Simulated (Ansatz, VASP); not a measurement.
# Si5Ge in VASP and in Ansatz

File INCAR:

```
ALGO = Normal ; EDIFF = 1E-6
EDIFFG = -0.01 ; ENCUT = 600
GGA = PE ; IBRION = 2
ISIF = 3 ; ISMEAR = 0
LASPH = True ; LCHARG = False
LREAL = False ; LWAVE = False
NELM = 60 ; NSW = 100
PREC = Accurate ; SIGMA = 0.1
```

KPOINTS

```
k-points
0
Gamma
  12 12 8
```

Contents of POSCAR:

```
Si5Ge
1.0
    4.9383099900      0.0000000000      0.0000000000
   -2.4691549900      4.2767019000      0.0000000000
    0.0000000000      0.0000000000      4.5106994300
Si Ge
5 1
Direct
    0.3333333300      0.3333333300      0.0000000000
    0.0000000000      0.6666666700      0.0000000000
    0.6666666700      0.0000000000      0.0000000000
    0.6666666700      0.3333333300      0.5000000000
    0.3333333300      0.6666666700      0.5000000000
    0.0000000000      0.0000000000      0.5000000000
```

Input for Ansatz:

```yaml
crystal:
  lattice:
    - [4.93830999, 0.0, 0.0]
    - [-2.46915499, 4.2767019, 0.0]
    - [0.0, 0.0, 4.51069943]
  atoms:
    - { symbol: Si, position: [0.33333333, 0.33333333, 0.0] }
    - { symbol: Si, position: [0.0, 0.66666667, 0.0] }
    - { symbol: Si, position: [0.66666667, 0.0, 0.0] }
    - { symbol: Si, position: [0.66666667, 0.33333333, 0.5] }
    - { symbol: Si, position: [0.33333333, 0.66666667, 0.5] }
    - { symbol: Ge, position: [0.0, 0.0, 0.5] }
basis:
  ecutwfc: 420
kpoints:
  mp_grid: { grid: [12, 12, 8] }
hamiltonian:
  xc: pbe
scf:
  occupations: { method: gaussian, width: 0.1 }
output:
  forces: true
  stress: true
  eigenvalues: true
  write_density: true
  write_potential: true
  elf: true
  volumetric_format: npy
relax:
  adjacent_minimum: "off"
  f_tol: 0.01
  max_steps: 80
  cell: { stress_tol: 0.05 }
```

Alike in both runs: task relaxation of cell and atoms; functional PBE; k mesh 12 × 12 × 8; occupations gaussian, width 0.1 eV; no spin polarisation.

```csv
,VASP,Ansatz
version,VASP 6.6.1,Ansatz 0.2.0
potentials or method,"VASP PAW PBE potentials, release 64 (Si, Ge_d), cutoff 600 eV","scalar-relativistic, plane waves, PAW"
valence electrons in the cell,34,34
```

Ansatz gave:

| Quantity | Value |
| --- | --- |
| gap on the k mesh at the Fermi level, each at its own relaxed structure (eV) | none |
| relaxed volume (Å³/atom) | 15.49 |
| relaxed length of the cell vector where the two differ most in proportion (Å) | 4.986 |

Task: What did VASP give for the same quantities?

Result: gap on the k mesh at the Fermi level, each at its own relaxed structure (eV): none; relaxed volume (Å³/atom): 15.52; relaxed length of the cell vector where the two differ most in proportion (Å): 4.989.

A gap of «none» marks a metal or a gap that the smearing closes.
